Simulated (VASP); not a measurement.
# P (Cmce) in VASP: single point with PBE+D3(BJ)

Aim: the single point of P with PBE+D3(BJ).

Program: VASP 6.6.1. These are calculated values, not measurements. Logs are shortened: lines on timing, memory, paths and dates and some standing lists are left out, and cuts for length are marked.

### 1 The cell of the first run

Symmetry: Cmce, No. 64, orthorhombic system. Conventional cell: a = 3.323 Å, b = 10.192 Å, c = 4.167 Å, α = 90.00°, β = 90.00°, γ = 90.00°. Within 2.9 Å of P (site symmetry m) lie 3 P at 2.23 to 2.25 Å.

### 2 Single point, PBE+D3(BJ)

INCAR reads:

```
SYSTEM = P
PREC = Accurate
ENCUT = 520
EDIFF = 1E-6
ISMEAR = 0
SIGMA = 0.1
LREAL = .False.
LASPH = .True.
NELM = 60
ALGO = Normal
ISIF = 2
LWAVE = .False.
LCHARG = .False.
GGA = PE
IVDW = 12
NBANDS = 18
```

KPOINTS reads:

```
regular mesh
0
Gamma
  14 14 10
  0 0 0
```

POSCAR reads:

```
P
1.0
    1.6612621475     -5.0957603848      0.0000000000
    1.6612621475      5.0957603848      0.0000000000
    0.0000000000      0.0000000000      4.1668621241
P
4
Direct
    0.1063803423      0.8936196577      0.9280971978
    0.6063803423      0.3936196577      0.5719028022
    0.8936196577      0.1063803423      0.0719028022
    0.3936196577      0.6063803423      0.4280971978
```

Potentials or basis: VASP PAW PBE potentials, release 64 (P).

Launch:

```bash
$ cat potpaw_PBE.64/P/POTCAR > POTCAR
$ mpirun -np 1 vasp_std > vasp.out
```

OUTCAR:

```text
SYSTEM = P
   PREC = Accurate
   ENCUT = 520
   EDIFF = 1E-6
   ISMEAR = 0
   LREAL = .False.
   LASPH = .True.
   NELM = 60
   ISIF = 2
   GGA = PE
   IVDW = 12
 IVDW          = 12

 ion  position               nearest neighbor table
   1  0.106  0.894  0.928-   2 2.23   2 2.23   3 2.25
   2  0.606  0.394  0.572-   1 2.23   1 2.23   4 2.25
   3  0.894  0.106  0.072-   4 2.23   4 2.23   1 2.25
   4  0.394  0.606  0.428-   3 2.23   3 2.23   2 2.25

  LATTYP: Found a base centered orthorhombic cell.
 ALAT       =     3.3225242950
 B/A-ratio  =     3.0674029336
 C/A-ratio  =     1.2541254041

  Lattice vectors:

 A1 = (   1.6612621475,  -5.0957603848,   0.0000000000)
 A2 = (   1.6612621475,   5.0957603848,   0.0000000000)
 A3 = (   0.0000000000,   0.0000000000,   4.1668621241)

Analysis of symmetry for initial positions (statically):
=====================================================================
 Subroutine PRICEL returns:
 Original cell was already a primitive cell.

 Routine SETGRP: Setting up the symmetry group for a
 base centered orthorhombic supercell.

 Subroutine GETGRP returns: Found  8 space group operations
 (whereof  4 operations were pure point group operations)
 out of a pool of  8 trial point group operations.

The static configuration has the point symmetry C_2h.
 The point group associated with its full space group is D_2h.

Analysis of symmetry for dynamics (positions and initial velocities):
=====================================================================
 Subroutine PRICEL returns:
 Original cell was already a primitive cell.

 Routine SETGRP: Setting up the symmetry group for a
 base centered orthorhombic supercell.

 Subroutine GETGRP returns: Found  8 space group operations
 (whereof  4 operations were pure point group operations)
 out of a pool of  8 trial point group operations.

The dynamic configuration has the point symmetry C_2h.
 The point group associated with its full space group is D_2h.

 Subroutine INISYM returns: Found  8 space group operations
 (whereof  4 operations are pure point group operations),
 and found     1 'primitive' translations

----------------------------------------------------------------------------------------

                                     Primitive cell

  volume of cell :      70.5483

  direct lattice vectors                    reciprocal lattice vectors
     1.661262148 -5.095760385  0.000000000     0.300975978 -0.098120783  0.000000000
     1.661262148  5.095760385  0.000000000     0.300975978  0.098120783  0.000000000
     0.000000000  0.000000000  4.166862124     0.000000000  0.000000000  0.239988742

  length of vectors
     5.359716954  5.359716954  4.166862124     0.316566308  0.316566308  0.239988742

  position of ions in fractional coordinates (direct lattice)
     0.106380342  0.893619658  0.928097198
     0.606380342  0.393619658  0.571902802
     0.893619658  0.106380342  0.071902802
     0.393619658  0.606380342  0.428097198

  ion indices of the primitive-cell ions
   primitive index   ion index
                 1           1
                 2           2
                 3           3
                 4           4

----------------------------------------------------------------------------------------

 KPOINTS: regular mesh

Automatic generation of k-mesh.
 Grid dimensions read from file:
 generate k-points for:   14   14   10

 Generating k-lattice:

  Cartesian coordinates                     Fractional coordinates (reciprocal lattice)
     0.021498284 -0.007008627  0.000000000     0.071428571  0.000000000  0.000000000
     0.021498284  0.007008627  0.000000000     0.000000000  0.071428571  0.000000000
     0.000000000  0.000000000  0.023998874     0.000000000  0.000000000  0.100000000

  Length of vectors
     0.022611879  0.022611879  0.023998874

  Shift w.r.t. Gamma in fractional coordinates (k-lattice)
     0.000000000  0.000000000  0.000000000

 Subroutine IBZKPT returns following result:
 ===========================================

 Found    342 irreducible k-points:

 Following reciprocal coordinates:
            Coordinates               Weight
  0.000000  0.000000  0.000000      1.000000
  0.071429  0.000000  0.000000      4.000000
  0.142857 -0.000000  0.000000      4.000000
  0.214286  0.000000  0.000000      4.000000
  0.285714  0.000000  0.000000      4.000000
  0.357143  0.000000  0.000000      4.000000
[... 16 lines left out ...]
  0.214286  0.142857  0.000000      4.000000
  0.285714  0.142857  0.000000      4.000000
 [... further k-points ...]
   k-points           NKPTS =    342   k-points in BZ     NKDIM =    342   number of bands    NBANDS=     18
   number of dos      NEDOS =    301   number of ions     NIONS =      4
   total plane-waves  NPLWV =  51200
   dimension x,y,z NGX =    40 NGY =   40 NGZ =   32
   dimension x,y,z NGXF=    80 NGYF=   80 NGZF=   64
   ions per type =               4
   NGX,Y,Z   is equivalent  to a cutoff of  12.41, 12.41, 12.77 a.u.
   NGXF,Y,Z  is equivalent  to a cutoff of  24.81, 24.81, 25.53 a.u.
 SYSTEM =  P
   PREC   = accura    normal or accurate (medium, high low for compatibility)
   ISTART =      0    job   : 0-new  1-cont  2-samecut
   ICHARG =      2    charge: 1-file 2-atom 10-const
   ISPIN  =      1    spin polarized calculation?
   LNONCOLLINEAR =      F non collinear calculations
   LSORBIT =      F    spin-orbit coupling
   LASPH  =      T    aspherical Exc in radial PAW
   ENCUT  =  520.0 eV  38.22 Ry    6.18 a.u.   9.97  9.97  7.75*2*pi/ulx,y,z
   NELM   =     60;   NELMIN=  2; NELMDL= -5     # of ELM steps
   EDIFF  = 0.1E-05   stopping-criterion for ELM
   LREAL  =      F    real-space projection
   EDIFFG = 0.1E-04   stopping-criterion for IOM
   NSW    =      0    number of steps for IOM
   IBRION =     -1    ionic relax: 0-MD 1-quasi-New 2-CG
   NFREE  =      0    steps in history (QN), initial steepest desc. (CG)
   ISIF   =      2    stress and relaxation
   ISYM   =      2    0-nonsym 1-usesym 2-fastsym
   POTIM  = 0.5000    time-step for ionic-motion
   TEBEG  =    0.0;   TEEND  =   0.0 temperature during run
   PSTRESS=    0.0 pullay stress
   NELECT =      20.0000    total number of electrons
   NUPDOWN=      -1.0000    fix difference up-down
   EMIN   =  10.00;   EMAX   =-10.00  energy-range for DOS
   EFERMI =   0.00;   METHOD = LEGACY
   ISMEAR =     0;   SIGMA  =   0.10  broadening in eV -4-tet -1-fermi 0-gaus
   EFERMI_NEDOS =   21; number of points for ismear=-14 and -15
   IALGO  =     38    algorithm
   IMIX   =      4    mixing-type and parameters
     AMIX     =   0.40;   BMIX     =  1.00
     AMIX_MAG =   1.60;   BMIX_MAG =  1.00
  volume/ion in A,a.u.               =      17.64       119.02
  Fermi-wavevector in a.u.,A,eV,Ry     =   1.075448  2.032302 15.736339  1.156588
  Thomas-Fermi vector in A             =   2.211305
   LORBIT       =      0    0 simple, 1 ext, 2 COOP (PROOUT), +10 PAW based schemes
   GGA     = PE    functional components
   LHFCALC =     F    Hartree Fock is set to
   AEXX    =    0.0000 exact exchange contribution
   IVDW    =    12    specifies the selected vdW correction
   LEPSILON=     F    determine dielectric tensor
   LRPA    =     F    only Hartree local field effects (RPA)
 non-spin polarized calculation
 Gauss-broadening in eV      SIGMA  =   0.10
  energy-cutoff  :      520.00
  volume of cell :       70.55
 maximum number of plane-waves:      1916
   NGX = 19   NGY = 19   NGZ = 15

 number of electron      19.9999998 magnetization

 Free energy of the ion-electron system (eV)
  ---------------------------------------------------
  ext. energy  EPLUGINS =         0.00000000
  ---------------------------------------------------
  free energy    TOTEN  =       -21.37672168 eV

  energy without entropy =      -21.37616440  energy(sigma->0) =      -21.37644304

 E-fermi :   7.4128     XC(G=0): -10.2640

 val. band max:        7.3737106455   @ k =   0.5000   0.1429   0.0000
 cond. band min:       7.4205685655   @ k =   0.4286   0.2143   0.0000
 fundamental gap:      0.0468579200
 Fermi energy:         7.4128223805

 k-point     1 :       0.0000    0.0000    0.0000
  band No.  band energies     occupation
      1      -8.5960      2.00000
      2      -5.2445      2.00000
      3      -1.7425      2.00000
      4       0.1080      2.00000
      5       2.2978      2.00000
      6       3.1418      2.00000
[... 10 lines left out ...]
     17      14.6259      0.00000
     18      14.8258      0.00000

 k-point     2 :       0.0714    0.0000    0.0000
  band No.  band energies     occupation
      1      -8.5313      2.00000
      2      -5.1938      2.00000
      3      -1.7965      2.00000
      4       0.1762      2.00000
      5       2.3582      2.00000
      6       2.8315      2.00000
[... 10 lines left out ...]
     17      14.0164      0.00000
     18      14.5154      0.00000

 k-point     3 :       0.1429   -0.0000    0.0000
  band No.  band energies     occupation
      1      -8.3379      2.00000
      2      -5.0414      2.00000
      3      -1.9951      2.00000
      4       0.3783      2.00000
      5       2.0174      2.00000
      6       2.4748      2.00000
[... 10 lines left out ...]
     17      12.7885      0.00000
     18      14.4212      0.00000

 k-point     4 :       0.2143    0.0000    0.0000
  band No.  band energies     occupation
      1      -8.0177      2.00000
      2      -4.7858      2.00000
      3      -2.4151      2.00000
      4       0.7064      2.00000
      5       1.0094      2.00000
      6       2.0346      2.00000
[... 10 lines left out ...]
     17      12.2664      0.00000
     18      14.3162      0.00000

 k-point     5 :       0.2857    0.0000    0.0000
  band No.  band energies     occupation
      1      -7.5742      2.00000
      2      -4.4250      2.00000
      3      -3.0744      2.00000
      4      -0.0239      2.00000
      5       1.1441      2.00000
      6       1.8997      2.00000
[... 10 lines left out ...]
     17      13.6964      0.00000
     18      14.2596      0.00000

 k-point     6 :       0.3571    0.0000    0.0000
  band No.  band energies     occupation
      1      -7.0131      2.00000
      2      -3.9569      2.00000
      3      -3.8875      2.00000
      4      -1.0051      2.00000
      5       1.6551      2.00000
      6       2.0285      2.00000
[... 10 lines left out ...]
     17      14.2904      0.00000
     18      14.4714      0.00000

 k-point     7 :       0.4286    0.0000    0.0000
  band No.  band energies     occupation
      1      -6.3436      2.00000
      2      -4.7473      2.00000
      3      -3.3800      2.00000
      4      -1.9000      2.00000
      5       2.1461      2.00000
      6       2.2739      2.00000
[... 10 lines left out ...]
     17      14.3594      0.00000
     18      14.3621      0.00000

 k-point     8 :       0.5000    0.0000    0.0000
  band No.  band energies     occupation
      1      -5.5801      2.00000
      2      -5.5801      2.00000
      3      -2.6937      2.00000
      4      -2.6937      2.00000
      5       2.3953      2.00000
      6       2.3953      2.00000
[... 10 lines left out ...]
     17      14.3629      0.00000
     18      14.3629      0.00000
[... 229 lines left out ...]
     17      12.8785      0.00000
     18      13.6524      0.00000

 k-point    20 :      -0.1429    0.0714    0.0000
  band No.  band energies     occupation
      1      -8.5034      2.00000
      2      -5.2822      2.00000
      3      -1.7828      2.00000
      4       0.2815      2.00000
      5       2.4084      2.00000
      6       2.7113      2.00000
[... 10 lines left out ...]
     17      13.7267      0.00000
     18      14.0612      0.00000

 k-point    21 :      -0.0714    0.0714    0.0000
  band No.  band energies     occupation
      1      -8.5818      2.00000
      2      -5.2901      2.00000
      3      -1.7344      2.00000
      4       0.1622      2.00000
      5       2.3252      2.00000
      6       3.0740      2.00000
[... 10 lines left out ...]
     17      13.9410      0.00000
     18      14.8028      0.00000

 k-point    22 :       0.1429    0.1429    0.0000
  band No.  band energies     occupation
      1      -7.6277      2.00000
      2      -4.2553      2.00000
      3      -3.0445      2.00000
      4      -0.1249      2.00000
      5       0.9433      2.00000
      6       1.8779      2.00000
[... 10 lines left out ...]
     17      13.7606      0.00000
     18      14.4823      0.00000

 k-point    23 :       0.2143    0.1429    0.0000
  band No.  band energies     occupation
      1      -7.0898      2.00000
      2      -3.8210      2.00000
      3      -3.7170      2.00000
      4      -1.1924      2.00000
      5       1.3772      2.00000
      6       2.0149      2.00000
[... 10 lines left out ...]
     17      13.8731      0.00000
     18      15.6381      0.00000

 k-point    24 :       0.2857    0.1429    0.0000
  band No.  band energies     occupation
      1      -6.4388      2.00000
      2      -4.6468      2.00000
      3      -3.0856      2.00000
      4      -2.1617      2.00000
      5       1.8390      2.00000
      6       2.3022      2.00000
[... 10 lines left out ...]
     17      13.8212      0.00000
     18      15.2024      0.00000

 [... further k-points ...]

------------------------ aborting loop because EDIFF is reached ----------------------------------------

 Edisp (eV)   -1.59189

 E8    (eV) :    -0.6028

  FORCE on cell =-STRESS in cart. coord.  units (eV):
  Direction    XX          YY          ZZ          XY          YZ          ZX
  --------------------------------------------------------------------------------------
  -------------------------------------------------------------------------------------
  Total      -0.16479    -0.15013    -0.15568     0.00000    -0.00000     0.00000
  in kB      -3.74240    -3.40953    -3.53547     0.00000    -0.00000     0.00000
  external pressure =       -3.56 kB  Pullay stress =        0.00 kB

 VOLUME and BASIS-vectors are now :
 -----------------------------------------------------------------------------
  energy-cutoff  :      520.00
  volume of cell :       70.55
      direct lattice vectors                 reciprocal lattice vectors
     1.661262148 -5.095760385  0.000000000     0.300975978 -0.098120783  0.000000000
     1.661262148  5.095760385  0.000000000     0.300975978  0.098120783  0.000000000
     0.000000000  0.000000000  4.166862124     0.000000000  0.000000000  0.239988742

 POSITION                                       TOTAL-FORCE (eV/Angst)
 -----------------------------------------------------------------------------------
      1.66126      4.01158      3.86725         0.000000      0.040075     -0.047885
      1.66126     -1.08418      2.38304         0.000000      0.040075      0.047885
      1.66126     -4.01158      0.29961         0.000000     -0.040075      0.047885
      1.66126      1.08418      1.78382         0.000000     -0.040075     -0.047885
 -----------------------------------------------------------------------------------
    total drift:                               -0.000000     -0.000000     -0.000000

  FREE ENERGIE OF THE ION-ELECTRON SYSTEM (eV)
  ---------------------------------------------------
  free  energy   TOTEN  =       -22.9686086526 eV

  energy  without entropy=      -22.9680513711  energy(sigma->0) =      -22.96833001
```

Run time: 3.6 min. Hardware: 1 thread of Intel Xeon 6975P-C (Granite Rapids), shared host; peak memory 0.42 GiB.

Results:

* Free energy: -22.9686 eV
* Pressure: -0.4 GPa
* Largest force: 0.062 eV/Å
* Band gap on the k mesh: zero (bands 10 and 11 overlap by 0.26 eV)
* Dispersion energy per atom: -0.398 eV

Forces in eV/Å, atoms in the order of the input:
```
P    0.000  0.040 -0.048
P    0.000  0.040  0.048
P    0.000 -0.040  0.048
P    0.000 -0.040 -0.048
```

Levels at points of the mesh, in eV from the Fermi level:
```tsv
k point	band 6	band 7	band 8	band 9	band 10	band 11	band 12	band 13	band 14	band 15
(0.00, 0.00, 0.00)	-4.27	-4.08	-2.87	-2.67	-1.39	1.03	1.24	1.89	3.44	5.44
(0.50, 0.00, 0.00)	-5.02	-3.22	-3.22	-2.67	-2.67	0.80	0.80	1.08	1.08	3.38
(0.50, 0.50, 0.00)	-5.28	-4.37	-2.17	-1.83	-0.37	0.45	0.66	2.46	3.14	5.74
(0.00, 0.00, 0.50)	-5.16	-3.09	-3.09	-0.88	-0.88	1.46	1.46	2.21	2.21	5.32
(0.50, 0.00, 0.50)	-5.91	-5.76	-5.76	-2.11	-2.11	1.61	1.61	4.74	4.74	6.28
(0.50, 0.50, 0.50)	-3.17	-2.43	-2.43	-1.26	-1.26	1.32	1.32	2.72	2.72	2.78
```
